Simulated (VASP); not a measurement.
Set up this calculation in VASP 6.6.1, as the native input.

```yaml
Task: single point
Functional: PBE
Potentials_or_basis: VASP PAW PBE potentials, release 64 (Na_pv, H)
Cutoff: 520 eV
k_mesh: 6 × 6 × 6
Occupations: gaussian, width 0.02 eV
Spin: no spin polarisation
Dipole_correction: no
Further_INCAR_settings: ALGO = Normal; EDIFF = 1e-07; NBANDS = 16
```

The structure of NaH lies in POSCAR:

```
NaH
1.0
    3.8498759237      0.0000000000      0.0000000000
   -1.9249379618      3.3340903514      0.0000000000
    0.0000000000      0.0000000000      4.7268783394
Na H
2 2
Direct
    0.3333333333      0.6666666667      0.2500000000
    0.6666666667      0.3333333333      0.7500000000
    0.3333333333      0.6666666667      0.7500000000
    0.6666666667      0.3333333333      0.2500000000
```

This cell differs from its parent crystal: volume scaled by 0.91, then relaxed in part.

These files were run (other wordings do the same):

INCAR

```
  ALGO = Normal
  EDIFF = 1E-7
  ENCUT = 520
  GGA = PE
  ISIF = 2
  ISMEAR = 0
  LASPH = T
  LCHARG = F
  LREAL = F
  LWAVE = F
  NBANDS = 16
  NELM = 80
  PREC = Accurate
  SIGMA = 0.02
```

KPOINTS

```
k-points
0
Gamma
  6 6 6
```

Potentials or basis: VASP PAW PBE potentials, release 64 (Na_pv, H).

Launch:

```sh
$ cat potpaw_PBE.64/Na_pv/POTCAR potpaw_PBE.64/H/POTCAR > POTCAR
$ mpirun -np 1 vasp_std > vasp.out
```

It gave:

The pressure is 2.1 GPa and the band gap on the k mesh is 3.36 eV, indirect (least direct gap 4.30 eV).

Wall time 16 s on 1 thread of Intel(R) Xeon(R) Platinum 8488C (Sapphire Rapids), with other jobs on the host, peak memory 0.17 GiB.
